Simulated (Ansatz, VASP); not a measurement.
## One calculation of InSb3, two programs

The input INCAR:

```
  PREC = Accurate
  ENCUT = 520
  EDIFF = 1E-6
  ISMEAR = 0
  SIGMA = 0.15
  LREAL = False
  LASPH = True
  NELM = 80
  ALGO = Normal
  ISIF = 2
  LWAVE = False
  LCHARG = True
  GGA = PE
  LELF = True
  LVHAR = True
  NBANDS = 22
```

KPOINTS

```
Automatic mesh
0
Gamma
  10 10 10
```

File POSCAR:

```
InSb3
1.0
    5.1428591673      0.0000000000      0.0000000000
    0.0000000000      5.1428591673      0.0000000000
    0.0000000000      0.0000000000      4.5550303645
In Sb
1 3
Direct
    0.0000000000      0.0000000000      0.0000000000
    0.5000000000      0.0000000000      0.5000000000
    0.0000000000      0.5000000000      0.5000000000
    0.5000000000      0.5000000000      0.0000000000
```

Input for Ansatz:

```yaml
crystal:
  lattice:
    - [5.1428591673, 0.0, 0.0]
    - [0.0, 5.1428591673, 0.0]
    - [0.0, 0.0, 4.5550303645]
  atoms:
    - { symbol: In, position: [0.0, 0.0, 0.0] }
    - { symbol: Sb, position: [0.5, 0.0, 0.5] }
    - { symbol: Sb, position: [0.0, 0.5, 0.5] }
    - { symbol: Sb, position: [0.5, 0.5, 0.0] }
basis:
  ecutwfc: 420
kpoints:
  mp_grid: { grid: [10, 10, 10] }
hamiltonian:
  xc: pbe
  pseudopotentials: { kind: paw, azcp: { folder: soft_1 } }
scf:
  occupations: { method: gaussian, width: 0.15 }
output:
  forces: true
  stress: true
  eigenvalues: true
```

Alike in both runs: task single point; functional PBE; k mesh 10 × 10 × 10; occupations gaussian, width 0.15 eV; no spin polarisation.

```csv
,VASP,Ansatz
version,VASP 6.6.1,Ansatz 0.2.0
potentials or method,"VASP PAW PBE potentials, release 64 (In_d, Sb), cutoff 520 eV","scalar-relativistic, plane waves, PAW"
valence electrons in the cell,28,58
```

```tsv
	VASP	Ansatz	Ansatz less VASP
gap on the k mesh at the Fermi level (eV)	none	none	-
pressure (GPa)	-3.4	-3.3	+0.08
traceless stress, the component that is largest in VASP (GPa)	-0.15	-0.15	0.000
```

A gap of «none» marks a metal or a gap that the smearing closes. VASP's potentials hold 28 valence electrons a cell and Ansatz's 58, so a difference there can come from the potentials and not from the codes.

Spin-orbit coupling is off throughout.
